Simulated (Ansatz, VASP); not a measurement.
# CsI in VASP and in Ansatz

Contents of INCAR:

```
SYSTEM = CsI
PREC     = Accurate       ! precision mode
ENCUT    = 500            ! plane-wave cutoff, eV
EDIFF    = 1E-7           ! SCF threshold, eV
ISMEAR   = -1             ! smearing method
SIGMA    = 0.1            ! smearing width, eV
LREAL    = .False.        ! projectors in reciprocal space
LASPH    = .True.         ! aspherical terms in the spheres
NELM     = 120            ! most SCF steps
ALGO     = Normal         ! electronic algorithm
ISIF     = 3              ! what is computed and relaxed
LWAVE    = .False.        ! write WAVECAR
LCHARG   = .False.        ! write CHGCAR
GGA      = PS             ! functional
IBRION   = 2              ! ionic algorithm
NSW      = 100            ! ionic steps
EDIFFG   = -0.002         ! ionic threshold
GGA_COMPAT= .False.      
NELMIN   = 4
```

KPOINTS

```
regular mesh
0
Gamma
  10 10 10
  0 0 0
```

POSCAR

```
CsI
1.0
    4.5667000000      0.0000000000      0.0000000000
    0.0000000000      4.5667000000      0.0000000000
    0.0000000000      0.0000000000      4.5667000000
Cs I
1 1
Direct
    0.0000000000      0.0000000000      0.0000000000
    0.5000000000      0.5000000000      0.5000000000
```

Input for Ansatz:

```yaml
crystal:
  lattice:
    - [4.5667, 0.0, 0.0]
    - [0.0, 4.5667, 0.0]
    - [0.0, 0.0, 4.5667]
  atoms:
    - { symbol: Cs, position: [0.0, 0.0, 0.0] }
    - { symbol: I, position: [0.5, 0.5, 0.5] }
kpoints:
  mp_grid: { grid: [10, 10, 10] }
scf:
  occupations: { method: fermi_dirac, width: 0.1 }
hamiltonian:
  xc: pbesol
  pseudopotentials: { kind: paw }
relax:
  f_tol: 0.002
  max_steps: 80
  cell: {}
output:
  forces: true
  stress: true
```

Alike in both runs: task relaxation of cell and atoms; functional PBEsol; k mesh 10 × 10 × 10; occupations fermi-dirac, width 0.1 eV; no spin polarisation.

```csv
,VASP,Ansatz
version,VASP 6.6.1,Ansatz 0.2.0
potentials or method,"VASP PAW PBE potentials, release 64 (Cs_sv, I)","PAW with Ansatz's default frozen-core files, scalar-relativistic"
plane-wave cutoff (eV),500,420
valence electrons in the cell,16,26
```

|  | VASP | Ansatz | Ansatz less VASP |
| --- | --- | --- | --- |
| relaxed volume (Å³/atom) | 45.95 | 45.66 | -0.291 |
| relaxed length of the cell vector where the two differ most in proportion (Å) | 4.513 | 4.503 | -0.0095 |

VASP's potentials were made for PBE, not for PBEsol. VASP's potentials hold 16 valence electrons a cell and Ansatz's 26, so a difference there can come from the potentials and not from the codes.

Neither program's run includes spin-orbit coupling.
